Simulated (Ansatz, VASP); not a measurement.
## One calculation of Zr2C, two programs

```
Zr C
1.0
     1.64994    0.95259    5.33949
    -1.64994    0.95259    5.33949
     0.00000   -1.90518    5.33949
Zr C
2 1
Direct
  0.24501 0.24501 0.24501
  0.75499 0.75499 0.75499
  0.50000 0.50000 0.50000
```

Alike in both runs: task relaxation of cell and atoms; functional PBEsol; k mesh 12 × 12 × 12; occupations gaussian, width 0.1 eV; no spin polarisation.

|  | VASP | Ansatz |
| --- | --- | --- |
| version | VASP 6.6.1 | Ansatz 0.2.0 |
| potentials or method | VASP PAW PBE potentials, release 64 (Zr_sv, C), cutoff 600 eV | scalar-relativistic, plane waves, PAW |
| valence electrons in the cell | 28 | 28 |

```csv
,VASP,Ansatz,Ansatz less VASP
"gap on the k mesh at the Fermi level, each at its own relaxed structure (eV)",none,none,-
relaxed volume (Å³/atom),16.79,16.76,-0.026
relaxed length of the cell vector where the two differ most in proportion (Å),5.661,5.658,-0.0027
```

VASP's potentials were made for PBE, not for PBEsol. A gap of «none» marks a metal or a gap that the smearing closes.
